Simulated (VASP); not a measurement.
# Ba (I4/mmm) in VASP: notebook, part 2 of 2

VASP 6.6.1. The steps go on from the part before.

## 3. Single point, PBE (strain +0.050 along x and y, +0.000 along z)

Input file INCAR:

```
SYSTEM = Ba
PREC = Accurate ; ENCUT = 520
EDIFF = 1E-6 ; ISMEAR = 0
SIGMA = 0.15 ; LREAL = .FALSE.
LASPH = .TRUE. ; NELM = 80
ALGO = Fast ; ISIF = 2
LWAVE = .FALSE. ; LCHARG = .FALSE.
GGA = PE ; NBANDS = 11
```

Input file KPOINTS:

```
regular mesh
0
G
  14 14 14
  0 0 0
```

Input file POSCAR:

```
Ba
1.0
   -2.6250000000      2.6250000000      2.5000000000
    2.6250000000     -2.6250000000      2.5000000000
    2.6250000000      2.6250000000     -2.5000000000
Ba
1
Direct
    0.0000000000      0.0000000000      0.0000000000
```

Potentials or basis: VASP PAW PBE potentials, release 64 (Ba_sv).

Launch:

```console
$ cat potpaw_PBE.64/Ba_sv/POTCAR > POTCAR
$ mpirun -np 1 vasp_std > vasp.out
```

OUTCAR:

```text
SYSTEM = Ba
   PREC = Accurate
   ENCUT = 520
   EDIFF = 1E-6
   ISMEAR = 0
   LREAL = .FALSE.
   LASPH = .TRUE.
   NELM = 80
   ISIF = 2
   GGA = PE

 ion  position               nearest neighbor table
   1  0.000  0.000  0.000-

  LATTYP: Found a body centered tetragonal cell.
 ALAT       =     5.2500000000
 C/A-ratio  =     0.9523809524

  Lattice vectors:

 A1 = (  -2.6250000000,   2.6250000000,   2.5000000000)
 A2 = (   2.6250000000,  -2.6250000000,   2.5000000000)
 A3 = (   2.6250000000,   2.6250000000,  -2.5000000000)

Analysis of symmetry for initial positions (statically):
=====================================================================
 Subroutine PRICEL returns:
 Original cell was already a primitive cell.

 Routine SETGRP: Setting up the symmetry group for a
 body centered tetragonal supercell.

 Subroutine GETGRP returns: Found 16 space group operations
 (whereof 16 operations were pure point group operations)
 out of a pool of 16 trial point group operations.

The static configuration has the point symmetry D_4h.

Analysis of symmetry for dynamics (positions and initial velocities):
=====================================================================
 Subroutine PRICEL returns:
 Original cell was already a primitive cell.

 Routine SETGRP: Setting up the symmetry group for a
 body centered tetragonal supercell.

 Subroutine GETGRP returns: Found 16 space group operations
 (whereof 16 operations were pure point group operations)
 out of a pool of 16 trial point group operations.

The dynamic configuration has the point symmetry D_4h.

 Subroutine INISYM returns: Found 16 space group operations
 (whereof 16 operations are pure point group operations),
 and found     1 'primitive' translations

----------------------------------------------------------------------------------------

[... 110 lines left out ...]
     AMIX_MAG =   1.60;   BMIX_MAG =  1.00
  volume/ion in A,a.u.               =      68.91       465.00
  Fermi-wavevector in a.u.,A,eV,Ry     =   0.860311  1.625751 10.070140  0.740134
  Thomas-Fermi vector in A             =   1.977796
   LORBIT       =      0    0 simple, 1 ext, 2 COOP (PROOUT), +10 PAW based schemes
   GGA     = PE    functional components
   LHFCALC =     F    Hartree Fock is set to
   AEXX    =    0.0000 exact exchange contribution
   IVDW    =     0    specifies the selected vdW correction
   LEPSILON=     F    determine dielectric tensor
   LRPA    =     F    only Hartree local field effects (RPA)
 non-spin polarized calculation
 RMM-DIIS sequential band-by-band and
 Gauss-broadening in eV      SIGMA  =   0.15
  energy-cutoff  :      520.00
  volume of cell :       68.91
 maximum number of plane-waves:      1889
 NGX is ok and might be reduce to    36
   NGX = 17   NGY = 17   NGZ = 17

 number of electron      10.0000000 magnetization

 number of electron       9.9999999 magnetization

 Free energy of the ion-electron system (eV)
  ---------------------------------------------------
  ext. energy  EPLUGINS =         0.00000000
  ---------------------------------------------------
  free energy    TOTEN  =        -1.90290352 eV

  energy without entropy =       -1.88873161  energy(sigma->0) =       -1.89581757

 E-fermi :   1.3665     XC(G=0):  -7.1295

 val. band max:        1.3645134869   @ k =  -0.3571   0.4286   0.2857
 cond. band min:       1.3674971233   @ k =  -0.3571  -0.3571   0.2143
 fundamental gap:      0.0029836363
 Fermi energy:         1.3665029571

 k-point     1 :       0.0000    0.0000    0.0000
  band No.  band energies     occupation
      1     -27.6837      2.00000
      2     -12.6760      2.00000
      3     -12.6760      2.00000
      4     -12.6736      2.00000
      5      -1.3368      2.00000
      6       2.9161      0.00000
      7       3.1887      0.00000
      8       3.1887      0.00000
      9       4.1699      0.00000
     10       4.5650      0.00000
     11       7.9236      0.00000
[... 309 lines left out ...]
 k-point    24 :       0.2857    0.1429   -0.0000
  band No.  band energies     occupation
      1     -27.6578      2.00000
      2     -12.9532      2.00000
      3     -12.7812      2.00000
      4     -12.7043      2.00000
      5       0.4790      2.00000
      6       2.0128      0.00000
      7       2.1842      0.00000
      8       4.1257      0.00000
      9       4.9797      0.00000
     10       5.2624      0.00000
     11       7.3940      0.00000

 [... further k-points ...]
[... 5 lines left out ...]
  --------------------------------------------------------------------------------------
  -------------------------------------------------------------------------------------
  Total       -0.2926558     -0.2926558     -0.2021175      0.0000000      0.0000000      0.0000000
  in kB       -6.8047014     -6.8047014     -4.6995460      0.0000000      0.0000000      0.0000000
  external PRESSURE =      -6.1029829 kB  Pullay stress =       0.0000000 kB

 VOLUME and BASIS-vectors are now :
 -----------------------------------------------------------------------------
  energy-cutoff  :      520.00
  volume of cell :       68.91
      direct lattice vectors                 reciprocal lattice vectors
    -2.625000000  2.625000000  2.500000000     0.000000000  0.190476190  0.200000000
     2.625000000 -2.625000000  2.500000000     0.190476190  0.000000000  0.200000000
     2.625000000  2.625000000 -2.500000000     0.190476190  0.190476190  0.000000000

 POSITION                                       TOTAL-FORCE (eV/Angst)
 -----------------------------------------------------------------------------------
      0.00000      0.00000      0.00000        -0.000000      0.000000      0.000000
 -----------------------------------------------------------------------------------
    total drift:                               -0.000000      0.000000      0.000000

  FREE ENERGIE OF THE ION-ELECTRON SYSTEM (eV)
  ---------------------------------------------------
  free  energy   TOTEN  =        -1.9029035238 eV

  energy  without entropy=       -1.8887316137  energy(sigma->0) =       -1.89581757
```

It took 55 s on 1 thread of Intel Xeon 6975P-C (Granite Rapids), shared host; peak memory 0.34 GiB.

What came out:

```
Free energy            : -1.9029 eV
Pressure               : -0.6 GPa
Band gap on the k mesh : zero (band 5 reaches 1.78 eV, above the bottom of band 6 at 0.97 eV)
```

Caveat: the cell differs from its parent crystal (strain +0.050 along x and y, +0.000 along z); spin-orbit coupling is left out, which moves the levels of the heavy elements.
